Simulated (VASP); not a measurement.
The system is BaTiO3.

```
Ba Ti O
1.0
     2.82737    1.63238    2.31839
    -2.82737    1.63238    2.31839
     0.00000   -3.26476    2.31839
Ba Ti O
1 1 3
Direct
  0.00000 0.00000 0.00000
  0.48450 0.48450 0.48450
  0.50860 0.01750 0.50860
  0.01750 0.50860 0.50860
  0.50860 0.50860 0.01750
```

| Property | Result |
| --- | --- |
| Program | VASP 6.6.1 |
| Task | relaxation of cell and atoms |
| Functional | PBE |
| Potentials or basis | VASP PAW PBE potentials, release 64 (Ba_sv, Ti_sv, O) |
| Cutoff | 600 eV |
| k mesh | 7 × 7 × 7 |
| Occupations | fermi-dirac, width 0.05 eV |
| Spin | no spin polarisation |

At the start: pressure 6.7 GPa; volume 12.84 Å³/atom.

Q: How do energy, volume and symmetry change on relaxing?

A: Over 12 steps the energy falls by 12.4 meV/atom and the volume is 13.52 Å³/atom (+5.3 %); space group R3m (No. 160, to 0.1 Å) before and after.

The path:
| step | energy change (eV) | largest force (eV/Å) | pressure (GPa) | volume (Å³) |
| --- | --- | --- | --- | --- |
| 1 | 0.0000 | 0.2078 | 6.66 | 64.20 |
| 2 | 0.0056 | 0.5773 | -5.79 | 69.29 |
| 3 | -0.0493 | 0.2116 | 0.12 | 66.60 |
| 4 | -0.0547 | 0.1790 | 0.07 | 66.87 |
| 5 | -0.0600 | 0.1033 | 0.17 | 67.48 |
| 6 | -0.0613 | 0.0538 | -0.38 | 67.81 |
| 7 | -0.0613 | 0.0517 | -0.43 | 67.84 |
| 8 | -0.0617 | 0.0882 | 0.35 | 67.56 |
| 9 | -0.0619 | 0.0512 | 0.06 | 67.66 |
| 10 | -0.0621 | 0.0107 | -0.06 | 67.66 |
| 11 | -0.0621 | 0.0122 | -0.06 | 67.66 |
| 12 | -0.0621 | 0.0090 | 0.05 | 67.61 |

Final structure:
```cif
data_structure
_symmetry_space_group_name_H-M 'P 1'
_symmetry_Int_Tables_number 1
_cell_length_a 4.0738
_cell_length_b 4.0738
_cell_length_c 4.0738
_cell_angle_alpha 89.684
_cell_angle_beta 89.684
_cell_angle_gamma 89.684
_cell_volume 67.61
loop_
_atom_site_label
_atom_site_type_symbol
_atom_site_fract_x
_atom_site_fract_y
_atom_site_fract_z
_atom_site_occupancy
Ba1 Ba 0.99515 0.99515 0.99515 1
Ti1 Ti 0.48000 0.48000 0.48000 1
O1 O 0.51088 0.02230 0.51088 1
O2 O 0.02230 0.51088 0.51088 1
O3 O 0.51088 0.51088 0.02230 1
```
